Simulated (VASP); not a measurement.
Here is a VASP 6.6.1 calculation.

File INCAR:

```
  ALGO = Normal
  EDIFF = 1E-7
  ENCUT = 520
  GGA = PE
  ISIF = 2
  ISMEAR = -1
  LASPH = True
  LCHARG = True
  LELF = True
  LREAL = False
  LVHAR = True
  LWAVE = False
  NBANDS = 17
  NELM = 80
  PREC = Accurate
  SIGMA = 0.08
```

File KPOINTS:

```
k-points
0
Gamma
  10 10 10
```

File POSCAR:

```
Ca
1.0
    0.0000000000      4.3001276577      4.3001276577
    4.3001276577      0.0000000000      4.3001276577
    4.3001276577      4.3001276577      0.0000000000
Ca
2
Direct
   -0.1250000000     -0.1250000000     -0.1250000000
    0.1250000000      0.1250000000      0.1250000000
```

Potentials or basis: VASP PAW PBE potentials, release 64 (Ca_sv).

Run with:

```bash
$ cat potpaw_PBE.64/Ca_sv/POTCAR > POTCAR
$ mpirun -np 1 vasp_std > vasp.out
```

Task: Estimate the pressure.

Result: 0.0 GPa.

Task: What does it give for the band gap on the k mesh?

Result: Zero (band 10 reaches 0.55 eV, above the bottom of band 11 at -0.22 eV).
